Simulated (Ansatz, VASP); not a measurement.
**One calculation of ZrS, two programs**

The input INCAR:

```
SYSTEM = ZrS
PREC = Accurate
ENCUT = 520
EDIFF = 1E-6
ISMEAR = 0
SIGMA = 0.15
LREAL = .False.
LASPH = .True.
NELM = 100
ALGO = Fast
ISIF = 2
LWAVE = .False.
LCHARG = .False.
GGA = PS
NBANDS = 16
```

Contents of KPOINTS:

```
regular mesh
0
Gamma
  20 20 20
  0 0 0
```

The input POSCAR:

```
ZrS
1.0
    0.0484326628      2.5830753500      2.5830753500
    2.5830753500      0.0484326628      2.5830753500
    2.6315080128      2.6315080128      0.0000000000
Zr S
1 1
Direct
    0.0000000000      0.0000000000      0.0000000000
    0.5000000000      0.5000000000      0.5000000000
```

Input for Ansatz:

```yaml
crystal:
  lattice:
    - [0.0484326628, 2.58307535, 2.58307535]
    - [2.58307535, 0.0484326628, 2.58307535]
    - [2.6315080128, 2.6315080128, 0.0]
  atoms:
    - { symbol: Zr, position: [0.0, 0.0, 0.0] }
    - { symbol: S, position: [0.5, 0.5, 0.5] }
basis:
  ecutwfc: 420
kpoints:
  mp_grid: { grid: [20, 20, 20] }
hamiltonian:
  xc: pbesol
scf:
  occupations: { method: gaussian, width: 0.15 }
output:
  forces: true
  stress: true
  eigenvalues: true
```

Change from the starting cell: strain +0.0375 x Voigt [0, 0, 0, 0, 0, 1], atoms carried along.

Alike in both runs: task single point; functional PBEsol; k mesh 20 × 20 × 20; occupations gaussian, width 0.15 eV; no spin polarisation.

|  | VASP | Ansatz |
| --- | --- | --- |
| version | VASP 6.6.1 | Ansatz 0.2.0 |
| potentials or method | VASP PAW PBE potentials, release 64 (Zr_sv, S), cutoff 520 eV | scalar-relativistic, plane waves, PAW |
| valence electrons in the cell | 18 | 18 |

```tsv
	VASP	Ansatz	Ansatz less VASP
gap on the k mesh at the Fermi level (eV)	none	none	-
pressure (GPa)	0.3	0.0	-0.23
traceless stress, the component that is largest in VASP (GPa)	-1.08	-1.10	-0.022
```

VASP's potentials were made for PBE, not for PBEsol. A gap of «none» marks a metal or a gap that the smearing closes. With one functional, cell and mesh, what is left measures potentials, basis and numerics.
